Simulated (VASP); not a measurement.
Crystal: C.

```xyz
2
Lattice="0.0000 1.7515 1.7515 1.7515 0.0000 1.7515 1.7515 1.7515 0.0000" Properties=species:S:1:pos:R:3 pbc="T T T"
C     1.7515    1.7515    1.7515
C     2.6272    2.6272    2.6272
```

This cell differs from its parent crystal: volume 5.373 Å^3 an atom, c/a of the conventional cell 1.0000.

Base run:

* Program: VASP 6.6.1
* Functional: LDA
* Potentials or basis: VASP PAW LDA potentials, release 64 (C_h)
* Cutoff: 910 eV
* k mesh: 12 × 12 × 12
* Occupations: gaussian, width 0.05 eV
* Spin: no spin polarisation

Its results: band gap on the k mesh 4.26 eV, indirect (least direct gap 5.70 eV); pressure 12.7 GPa.

Q: The run is repeated on the same cell with these changes: potentials or basis from VASP PAW LDA potentials, release 64 (C_h) to VASP PAW LDA potentials, release 64 (C); cutoff from 910 eV to 520 eV; further incar settings from ALGO = Normal; EDIFF = 1e-06; NBANDS = 11 to ALGO = Normal; EDIFF = 1e-07; NBANDS = 11. What comes out?

A: Band gap on the k mesh 4.26 eV, indirect (least direct gap 5.70 eV); pressure 13.7 GPa.

Caveats: the cutoff is under 1.25 times the usual one of these potentials, so pressure, stress and relaxed cells hold a basis-set (Pulay) error (some runs).

A k mesh can miss the band edges.
